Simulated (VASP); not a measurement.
# Zr (P6_3/mmc) in VASP: notebook

Runs on Zr. Level: LDA. Tasks: single point.

Program: VASP 6.6.1. These are calculated values, not measurements. Logs are shortened: lines on timing, memory, paths and dates and some standing lists are left out, and cuts for length are marked.

## 1. The cell of the first run

It takes space group P6_3/mmc (No. 194, hexagonal). Conventional cell: a = 3.188 Å, b = 3.188 Å, c = 5.077 Å, α = 90.00°, β = 90.00°, γ = 120.00°. Within 4.1 Å of Zr (site symmetry -6m2) lie 12 Zr at 3.14 to 3.19 Å.

## 2. Single point, LDA (volume scaled by 0.96)

INCAR reads:

```
PREC = Accurate ; ENCUT = 520
EDIFF = 1E-6 ; ISMEAR = -1
SIGMA = 0.05 ; LREAL = False
LASPH = True ; NELM = 60
ALGO = Fast ; ISIF = 2
LWAVE = False ; LCHARG = True
LELF = True ; LVHAR = True
NBANDS = 19
```

KPOINTS reads:

```
Automatic mesh
0
Gamma
  9 9 5
```

POSCAR reads:

```
Zr
1.0
    3.1883189697      0.0000000000      0.0000000000
   -1.5941594848      2.7611652231      0.0000000000
    0.0000000000      0.0000000000      5.0774374186
Zr
2
Direct
    0.6666666667      0.3333333333      0.7500000000
    0.3333333333      0.6666666667      0.2500000000
```

Potentials or basis: VASP PAW LDA potentials, release 64 (Zr_sv).

Run with:

```console
> cat potpaw_LDA.64/Zr_sv/POTCAR > POTCAR
> mpirun -np 1 vasp_std > vasp.out
```

OUTCAR:

```text
PREC = Accurate
   ENCUT = 520
   EDIFF = 1E-6
   ISMEAR = -1
   LREAL = False
   LASPH = True
   NELM = 60
   ISIF = 2

 ion  position               nearest neighbor table
   1  0.667  0.333  0.750-   2 3.14   2 3.14   2 3.14   2 3.14   2 3.14   2 3.14
   2  0.333  0.667  0.250-   1 3.14   1 3.14   1 3.14   1 3.14   1 3.14   1 3.14

  LATTYP: Found a hexagonal cell.
 ALAT       =     3.1883189697
 C/A-ratio  =     1.5925123762

  Lattice vectors:

 A1 = (   3.1883189697,   0.0000000000,   0.0000000000)
 A2 = (  -1.5941594848,   2.7611652231,   0.0000000000)
 A3 = (   0.0000000000,   0.0000000000,   5.0774374186)

Analysis of symmetry for initial positions (statically):
=====================================================================
 Subroutine PRICEL returns:
 Original cell was already a primitive cell.

 Routine SETGRP: Setting up the symmetry group for a
 hexagonal supercell.

 Subroutine GETGRP returns: Found 24 space group operations
 (whereof 12 operations were pure point group operations)
 out of a pool of 24 trial point group operations.

The static configuration has the point symmetry D_3d.
 The point group associated with its full space group is D_6h.

Analysis of symmetry for dynamics (positions and initial velocities):
=====================================================================
 Subroutine PRICEL returns:
 Original cell was already a primitive cell.

 Routine SETGRP: Setting up the symmetry group for a
 hexagonal supercell.

 Subroutine GETGRP returns: Found 24 space group operations
 (whereof 12 operations were pure point group operations)
 out of a pool of 24 trial point group operations.

The dynamic configuration has the point symmetry D_3d.
 The point group associated with its full space group is D_6h.

 Subroutine INISYM returns: Found 24 space group operations
 (whereof 12 operations are pure point group operations),
 and found     1 'primitive' translations

----------------------------------------------------------------------------------------

                                     Primitive cell

  volume of cell :      44.6991

  direct lattice vectors                    reciprocal lattice vectors
     3.188318970  0.000000000  0.000000000     0.313644905  0.181082970  0.000000000
    -1.594159485  2.761165223  0.000000000     0.000000000  0.362165941  0.000000000
     0.000000000  0.000000000  5.077437419     0.000000000  0.000000000  0.196949744

  length of vectors
     3.188318970  3.188318970  5.077437419     0.362165941  0.362165941  0.196949744

  position of ions in fractional coordinates (direct lattice)
     0.666666667  0.333333333  0.750000000
     0.333333333  0.666666667  0.250000000

  ion indices of the primitive-cell ions
   primitive index   ion index
                 1           1
                 2           2

----------------------------------------------------------------------------------------

 KPOINTS: Automatic mesh

Automatic generation of k-mesh.
 Grid dimensions read from file:
 generate k-points for:    9    9    5

 Generating k-lattice:

  Cartesian coordinates                     Fractional coordinates (reciprocal lattice)
     0.034849434  0.020120330  0.000000000     0.111111111  0.000000000  0.000000000
     0.000000000  0.040240660  0.000000000     0.000000000  0.111111111  0.000000000
     0.000000000  0.000000000  0.039389949     0.000000000  0.000000000  0.200000000

  Length of vectors
     0.040240660  0.040240660  0.039389949

  Shift w.r.t. Gamma in fractional coordinates (k-lattice)
     0.000000000  0.000000000  0.000000000

 Subroutine IBZKPT returns following result:
 ===========================================

 Found     36 irreducible k-points:

 Following reciprocal coordinates:
            Coordinates               Weight
  0.000000  0.000000  0.000000      1.000000
  0.111111 -0.000000  0.000000      6.000000
  0.222222 -0.000000  0.000000      6.000000
  0.333333 -0.000000  0.000000      6.000000
  0.444444 -0.000000  0.000000      6.000000
  0.111111  0.111111  0.000000      6.000000
[... 16 lines left out ...]
  0.333333  0.222222  0.200000     24.000000
  0.333333  0.333333  0.200000      4.000000
 [... further k-points ...]
   k-points           NKPTS =     36   k-points in BZ     NKDIM =     36   number of bands    NBANDS=     19
   number of dos      NEDOS =    301   number of ions     NIONS =      2
   total plane-waves  NPLWV =  23040
   dimension x,y,z NGX =    24 NGY =   24 NGZ =   40
   dimension x,y,z NGXF=    48 NGYF=   48 NGZF=   80
   ions per type =               2
   NGX,Y,Z   is equivalent  to a cutoff of  12.51, 12.51, 13.10 a.u.
   NGXF,Y,Z  is equivalent  to a cutoff of  25.03, 25.03, 26.19 a.u.
 SYSTEM =  unknown system
   PREC   = accura    normal or accurate (medium, high low for compatibility)
   ISTART =      0    job   : 0-new  1-cont  2-samecut
   ICHARG =      2    charge: 1-file 2-atom 10-const
   ISPIN  =      1    spin polarized calculation?
   LNONCOLLINEAR =      F non collinear calculations
   LSORBIT =      F    spin-orbit coupling
   LASPH  =      T    aspherical Exc in radial PAW
   ENCUT  =  520.0 eV  38.22 Ry    6.18 a.u.   5.93  5.93  9.44*2*pi/ulx,y,z
   NELM   =     60;   NELMIN=  2; NELMDL= -5     # of ELM steps
   EDIFF  = 0.1E-05   stopping-criterion for ELM
   LREAL  =      F    real-space projection
   EDIFFG = 0.1E-04   stopping-criterion for IOM
   NSW    =      0    number of steps for IOM
   IBRION =     -1    ionic relax: 0-MD 1-quasi-New 2-CG
   NFREE  =      0    steps in history (QN), initial steepest desc. (CG)
   ISIF   =      2    stress and relaxation
   ISYM   =      2    0-nonsym 1-usesym 2-fastsym
   POTIM  = 0.5000    time-step for ionic-motion
   TEBEG  =    0.0;   TEEND  =   0.0 temperature during run
   PSTRESS=    0.0 pullay stress
   NELECT =      24.0000    total number of electrons
   NUPDOWN=      -1.0000    fix difference up-down
   EMIN   =  10.00;   EMAX   =-10.00  energy-range for DOS
   EFERMI =   0.00;   METHOD = LEGACY
   ISMEAR =    -1;   SIGMA  =   0.05  broadening in eV -4-tet -1-fermi 0-gaus
   EFERMI_NEDOS =   21; number of points for ismear=-14 and -15
   IALGO  =     68    algorithm
   IMIX   =      4    mixing-type and parameters
     AMIX     =   0.40;   BMIX     =  1.00
     AMIX_MAG =   1.60;   BMIX_MAG =  1.00
  volume/ion in A,a.u.               =      22.35       150.82
  Fermi-wavevector in a.u.,A,eV,Ry     =   1.330594  2.514459 24.088860  1.770481
  Thomas-Fermi vector in A             =   2.459669
   LORBIT       =      0    0 simple, 1 ext, 2 COOP (PROOUT), +10 PAW based schemes
   GGA     = CA    functional components
   LHFCALC =     F    Hartree Fock is set to
   AEXX    =    0.0000 exact exchange contribution
   IVDW    =     0    specifies the selected vdW correction
   LEPSILON=     F    determine dielectric tensor
   LRPA    =     F    only Hartree local field effects (RPA)
 non-spin polarized calculation
 RMM-DIIS sequential band-by-band and
  energy-cutoff  :      520.00
  volume of cell :       44.70
 maximum number of plane-waves:      1228
 NGX is ok and might be reduce to    24
   NGX = 11   NGY = 11   NGZ = 19

 number of electron      24.0000000 magnetization

 Free energy of the ion-electron system (eV)
  ---------------------------------------------------
  ext. energy  EPLUGINS =         0.00000000
  ---------------------------------------------------
  free energy    TOTEN  =       -18.58742349 eV

  energy without entropy =      -18.56959928  energy(sigma->0) =      -18.57851139

 E-fermi :   9.2657     XC(G=0): -11.4819

 val. band max:        9.2426425677   @ k =   0.1111  -0.0000   0.4000
 cond. band min:       9.2699123098   @ k =   0.2222   0.2222   0.4000
 fundamental gap:      0.0272697421
 Fermi energy:         9.2656656311

 k-point     1 :       0.0000    0.0000    0.0000
  band No.  band energies     occupation
      1     -39.2329      2.00000
      2     -39.0451      2.00000
      3     -17.9862      2.00000
      4     -16.9838      2.00000
      5     -16.9838      2.00000
      6     -16.8207      2.00000
[... 11 lines left out ...]
     18      11.4187      0.00000
     19      13.8555      0.00000

 k-point     2 :       0.1111   -0.0000    0.0000
  band No.  band energies     occupation
      1     -39.2162      2.00000
      2     -39.0382      2.00000
      3     -17.9431      2.00000
      4     -17.0793      2.00000
      5     -17.0149      2.00000
      6     -16.9193      2.00000
[... 11 lines left out ...]
     18      11.1354      0.00000
     19      14.0766      0.00000

 k-point     3 :       0.2222   -0.0000    0.0000
  band No.  band energies     occupation
      1     -39.1720      2.00000
      2     -39.0222      2.00000
      3     -17.8240      2.00000
      4     -17.3205      2.00000
      5     -17.1571      2.00000
      6     -17.0892      2.00000
[... 11 lines left out ...]
     18      12.0294      0.00000
     19      14.4425      0.00000

 k-point     4 :       0.3333   -0.0000    0.0000
  band No.  band energies     occupation
      1     -39.1169      2.00000
      2     -39.0084      2.00000
      3     -17.6596      2.00000
      4     -17.5920      2.00000
      5     -17.4105      2.00000
      6     -17.1688      2.00000
[... 11 lines left out ...]
     18      13.3081      0.00000
     19      14.6847      0.00000

 k-point     5 :       0.4444   -0.0000    0.0000
  band No.  band energies     occupation
      1     -39.0744      2.00000
      2     -39.0056      2.00000
      3     -17.7666      2.00000
      4     -17.5682      2.00000
      5     -17.5119      2.00000
      6     -17.2187      2.00000
[... 11 lines left out ...]
     18      14.7601      0.00000
     19      14.7849      0.00000
[... 334 lines left out ...]
      2     -39.0120      2.00000
      3     -17.8246      2.00000
      4     -17.6557      2.00000
      5     -17.3749      2.00000
      6     -17.2213      2.00000
[... 11 lines left out ...]
     18      14.5942      0.00000
     19      15.4782      0.00000

 k-point    22 :       0.2222    0.2222    0.2000
  band No.  band energies     occupation
      1     -39.0816      2.00000
      2     -39.0132      2.00000
      3     -17.6931      2.00000
      4     -17.5971      2.00000
      5     -17.3397      2.00000
      6     -17.2806      2.00000
[... 11 lines left out ...]
     18      14.1124      0.00000
     19      15.0825      0.00000

 k-point    23 :       0.3333    0.2222    0.2000
  band No.  band energies     occupation
      1     -39.0472      2.00000
      2     -39.0127      2.00000
      3     -17.7213      2.00000
      4     -17.6184      2.00000
      5     -17.4366      2.00000
      6     -17.2583      2.00000
[... 11 lines left out ...]
     18      14.5477      0.00000
     19      16.0565      0.00000

 k-point    24 :       0.3333    0.3333    0.2000
  band No.  band energies     occupation
      1     -39.0239      2.00000
      2     -39.0239      2.00000
      3     -17.6034      2.00000
      4     -17.5909      2.00000
      5     -17.5909      2.00000
      6     -17.3006      2.00000
[... 11 lines left out ...]
     18      13.8448      0.00000
     19      16.2544      0.00000

 [... further k-points ...]

------------------------ aborting loop because EDIFF is reached ----------------------------------------

  FORCE on cell =-STRESS in cart. coord.  units (eV):
  Direction    XX          YY          ZZ          XY          YZ          ZX
  --------------------------------------------------------------------------------------
  -------------------------------------------------------------------------------------
  Total       -0.7637183     -0.7637183     -0.4055905     -0.0000000      0.0000000      0.0000000
  in kB      -27.3744286    -27.3744286    -14.5378317     -0.0000000      0.0000000      0.0000000
  external PRESSURE =     -23.0955630 kB  Pullay stress =       0.0000000 kB

 VOLUME and BASIS-vectors are now :
 -----------------------------------------------------------------------------
  energy-cutoff  :      520.00
  volume of cell :       44.70
      direct lattice vectors                 reciprocal lattice vectors
     3.188318970  0.000000000  0.000000000     0.313644905  0.181082970  0.000000000
    -1.594159485  2.761165223  0.000000000     0.000000000  0.362165941  0.000000000
     0.000000000  0.000000000  5.077437419     0.000000000  0.000000000  0.196949744

 POSITION                                       TOTAL-FORCE (eV/Angst)
 -----------------------------------------------------------------------------------
      1.59416      0.92039      3.80808        -0.000000      0.000000      0.000000
     -0.00000      1.84078      1.26936         0.000000      0.000000      0.000000
 -----------------------------------------------------------------------------------
    total drift:                               -0.000000      0.000000     -0.000000

  FREE ENERGIE OF THE ION-ELECTRON SYSTEM (eV)
  ---------------------------------------------------
  free  energy   TOTEN  =       -18.5874234933 eV

  energy  without entropy=      -18.5695992826  energy(sigma->0) =      -18.57851139
```

It took 69 s on 1 thread of Intel Xeon 8259CL, shared host; peak memory 0.12 GiB.

Results:

| Property | Result |
| --- | --- |
| Free energy | -18.5874 eV |
| Pressure | -2.3 GPa |
| Band gap on the k mesh | zero (band 12 reaches 10.09 eV, above the bottom of band 13 at 9.04 eV) |

Levels at points of the mesh, in eV from the Fermi level:
```csv
k point,band 9,band 10,band 11,band 12,band 13,band 14,band 15,band 16
"(0.00, 0.00, 0.00)",-5.71,-3.16,0.82,0.82,0.99,1.41,1.55,1.55
```

Caveat: the cell differs from its parent crystal (volume scaled by 0.96).

## 3. Single point, LDA (volume scaled by 0.98)

INCAR reads:

```
  ALGO = Normal
  EDIFF = 1E-6
  ENCUT = 520
  GGA = CA
  ISIF = 2
  ISMEAR = -1
  LASPH = True
  LCHARG = False
  LREAL = False
  LWAVE = False
  NBANDS = 19
  NELM = 60
  PREC = Accurate
  SIGMA = 0.05
```

KPOINTS reads:

```
k-points
0
Gamma
  9 9 5
```

POSCAR reads:

```
Zr
1.0
    3.2103080712      0.0000000000      0.0000000000
   -1.6051540356      2.7802083436      0.0000000000
    0.0000000000      0.0000000000      5.1124553350
Zr
2
Direct
    0.6666666667      0.3333333333      0.7500000000
    0.3333333333      0.6666666667      0.2500000000
```

Potentials or basis: VASP PAW LDA potentials, release 64 (Zr_sv).

Run with:

```console
> cat potpaw_LDA.64/Zr_sv/POTCAR > POTCAR
> mpirun -np 1 vasp_std > vasp.out
```

It took 33 s on 1 thread of Intel Xeon 8259CL, shared host; peak memory 0.12 GiB.

It converged, with:

```
Free energy            : -18.5687 eV
Pressure               : -4.2 GPa
Band gap on the k mesh : zero (band 12 reaches 9.85 eV, above the bottom of band 13 at 8.79 eV)
```

Stress tensor (GPa, compression positive):
```
-4.59  0.00  0.00
 0.00 -4.59  0.00
 0.00  0.00 -3.52
```

Levels at points of the mesh, in eV from the Fermi level:
```csv
k point,band 10,band 11,band 12,band 13,band 14,band 15
"(0.00, 0.00, 0.00)",-3.10,0.82,0.82,0.98,1.33,1.53
```

Caveat: the cell differs from its parent crystal (volume scaled by 0.98).

## 4. Single point, LDA

This run uses another cell than the first one, of 23.28 Å³/atom, 1.042 times its volume.

INCAR reads:

```
SYSTEM = Zr
  PREC = Accurate
  ENCUT = 520
  EDIFF = 1E-7
  ISMEAR = -1
  SIGMA = 0.05
  LREAL = .False.
  LASPH = .True.
  NELM = 100
  ALGO = Normal
  ISIF = 2
  LWAVE = .False.
  LCHARG = .True.
  LELF = .True.
  LVHAR = .True.
  NBANDS = 19
```

KPOINTS reads:

```
regular mesh
0
Gamma
  9 9 5
  0 0 0
```

POSCAR reads:

```
Zr
1.0
    3.2320000000      0.0000000000      0.0000000000
   -1.6160000000      2.7989941050      0.0000000000
    0.0000000000      0.0000000000      5.1470000000
Zr
2
Direct
    0.6666666667      0.3333333333      0.7500000000
    0.3333333333      0.6666666667      0.2500000000
```

Run with:

```console
> cat potpaw_LDA.64/Zr_sv/POTCAR > POTCAR
> mpirun -np 1 vasp_std > vasp.out
```

It took 35 s on 1 thread of Intel Xeon 8259CL, shared host; peak memory 0.12 GiB.

It converged, with:

```yaml
Free_energy: -18.5393 eV
Pressure: -6.0 GPa
Band_gap_on_the_k_mesh: zero (band 12 reaches 9.62 eV, above the bottom of band 13 at 8.56 eV)
```

Stress tensor (GPa, compression positive):
```
-6.30  0.00  0.00
 0.00 -6.30  0.00
 0.00  0.00 -5.40
```

Levels at points of the mesh, in eV from the Fermi level:
```
           k point  band 8  band 9  band 10  band 11  band 12  band 13  band 14  band 15  band 16  band 17
(0.00, 0.00, 0.00)  -26.22   -5.64    -3.05     0.82     0.82     0.97     1.25     1.51     1.51     2.08
```

## 5. Single point, LDA (volume scaled by 1.02)

INCAR reads:

```
PREC = Accurate
ENCUT = 520
EDIFF = 1E-6
ISMEAR = -1
SIGMA = 0.05
LREAL = False
LASPH = True
NELM = 80
ALGO = Normal
ISIF = 2
LWAVE = False
LCHARG = True
LELF = True
LVHAR = True
NBANDS = 19
```

KPOINTS reads:

```
Automatic mesh
0
Gamma
  9 9 5
```

POSCAR reads:

```
Zr
1.0
    3.2534045973      0.0000000000      0.0000000000
   -1.6267022986      2.8175310300      0.0000000000
    0.0000000000      0.0000000000      5.1810870861
Zr
2
Direct
    0.6666666667      0.3333333333      0.7500000000
    0.3333333333      0.6666666667      0.2500000000
```

Run with:

```console
> cat potpaw_LDA.64/Zr_sv/POTCAR > POTCAR
> mpirun -np 1 vasp_std > vasp.out
```

It took 36 s on 1 thread of Intel Xeon 8259CL, shared host; peak memory 0.12 GiB.

The run converged. Its results:

```
Free energy            : -18.5001 eV
Pressure               : -7.6 GPa
Band gap on the k mesh : zero (band 12 reaches 9.40 eV, above the bottom of band 13 at 8.33 eV)
```

Stress tensor (GPa, compression positive):
```
-7.85  0.00  0.00
 0.00 -7.85  0.00
 0.00  0.00 -7.13
```

Levels at points of the mesh, in eV from the Fermi level:
```
           k point  band 10  band 11  band 12  band 13  band 14  band 15
(0.00, 0.00, 0.00)    -2.99     0.82     0.82     0.96     1.17     1.49
```

Caveat: the cell differs from its parent crystal (volume scaled by 1.02).

## 6. Single point, LDA (volume scaled by 1.04)

INCAR reads:

```
PREC     = Accurate       # precision mode
ENCUT    = 520            # plane-wave cutoff, eV
EDIFF    = 1E-7           # SCF threshold, eV
ISMEAR   = -1             # smearing method
SIGMA    = 0.05           # smearing width, eV
LREAL    = F              # projectors in reciprocal space
LASPH    = T              # aspherical terms in the spheres
NELM     = 60             # most SCF steps
ALGO     = Fast           # electronic algorithm
ISIF     = 2              # what is computed and relaxed
LWAVE    = F              # write WAVECAR
LCHARG   = F              # write CHGCAR
NBANDS   = 19             # bands
```

KPOINTS is that of step 5.

POSCAR reads:

```
Zr
1.0
    3.2745311931      0.0000000000      0.0000000000
   -1.6372655966      2.8358271987      0.0000000000
    0.0000000000      0.0000000000      5.2147314515
Zr
2
Direct
    0.6666666667      0.3333333333      0.7500000000
    0.3333333333      0.6666666667      0.2500000000
```

Potentials or basis: VASP PAW LDA potentials, release 64 (Zr_sv).

Run with:

```console
> cat potpaw_LDA.64/Zr_sv/POTCAR > POTCAR
> mpirun -np 1 vasp_std > vasp.out
```

Run time: 76 s. Hardware: 1 thread of Intel Xeon 8259CL, shared host; peak memory 0.12 GiB.

The run converged. Its results:

- Free energy: -18.4518 eV
- Pressure: -9.1 GPa
- Band gap on the k mesh: zero (band 12 reaches 9.18 eV, above the bottom of band 13 at 8.11 eV)

Stress tensor (GPa, compression positive):
```
-9.28  0.00  0.00
 0.00 -9.28  0.00
 0.00  0.00 -8.71
```

Levels at points of the mesh, in eV from the Fermi level:
```
           k point  band 9  band 10  band 11  band 12  band 13  band 14  band 15  band 16
(0.00, 0.00, 0.00)   -5.57    -2.94     0.81     0.81     0.96     1.11     1.46     1.46
```

Caveat: the cell differs from its parent crystal (volume scaled by 1.04).

## 7. Overview

```tsv
cell	gap on the mesh (eV)	pressure (GPa)
a = 3.188, b = 3.188, c = 5.077 Å, angles 90.0, 90.0, 120.0°, 2 atoms	none	-2.3
a = 3.210, b = 3.210, c = 5.112 Å, angles 90.0, 90.0, 120.0°, 2 atoms	none	-4.2
a = 3.232, b = 3.232, c = 5.147 Å, angles 90.0, 90.0, 120.0°, 2 atoms	none	-6.0
a = 3.253, b = 3.253, c = 5.181 Å, angles 90.0, 90.0, 120.0°, 2 atoms	none	-7.6
a = 3.275, b = 3.275, c = 5.215 Å, angles 90.0, 90.0, 120.0°, 2 atoms	none	-9.1
```

Alike in all rows: task single point; level LDA; potentials or basis VASP PAW LDA potentials, release 64 (Zr_sv); no spin polarisation; k mesh 9 × 9 × 5; cutoff (eV) 520; smearing fermi-dirac 0.05 eV.

Total energies depend on the potentials used, so only differences within one code and one set of settings carry meaning.
